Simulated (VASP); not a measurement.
# V: single point with PBE

The system is V.

```xyz
1
Lattice="-1.5144 1.5144 1.5144 1.5144 -1.5144 1.5144 1.5144 1.5144 -1.5144" Properties=species:S:1:pos:R:3 pbc="T T T"
V     0.0000    0.0000    0.0000
```

```json
{
  "Program": "VASP 6.6.1",
  "Task": "single point",
  "Functional": "PBE",
  "Potentials or basis": "VASP PAW PBE potentials, release 64 (V_sv)",
  "Cutoff": "520 eV",
  "k mesh": "12 × 12 × 12",
  "Occupations": "gaussian, width 0.021 eV",
  "Spin": "collinear spin, ferromagnetic start",
  "Starting moments": "[2.0] μB",
  "Dipole correction": "no",
  "Further INCAR settings": "ALGO = Normal; EDIFF = 1e-06; NBANDS = 16"
}
```

- Pressure: -5.1 GPa
- Net moment: 0.13 μB per cell
- Site moments: V +0.11 μB
- Valence electrons inside the program's atomic spheres: V 11.60

Levels at points of the mesh, in eV from the Fermi level:
Spin up:
```csv
k point,band 2,band 3,band 4,band 5,band 6,band 7,band 8,band 9,band 10,band 11
"(0.00, 0.00, 0.00)",-37.13,-37.13,-37.13,-6.51,0.38,0.38,0.38,2.34,2.34,20.25
"(0.50, 0.00, 0.00)",-37.94,-37.38,-37.13,-3.08,-1.10,1.54,2.32,2.67,3.92,9.78
"(0.50, 0.50, 0.50)",-37.69,-37.69,-37.69,-2.85,-2.85,3.54,3.54,3.54,9.91,9.91
```
Spin down:
```
           k point  band 2  band 3  band 4  band 5  band 6  band 7  band 8  band 9  band 10  band 11
(0.00, 0.00, 0.00)  -37.03  -37.03  -37.03   -6.45    0.50    0.50    0.50    2.40     2.40    20.31
(0.50, 0.00, 0.00)  -37.84  -37.28  -37.03   -2.99   -0.98    1.60    2.40    2.74     4.04     9.87
(0.50, 0.50, 0.50)  -37.59  -37.59  -37.59   -2.79   -2.79    3.66    3.66    3.66    10.00    10.00
```

It took 52 s on 1 thread of AMD EPYC 7R13, on a shared host, peak memory 0.12 GiB.
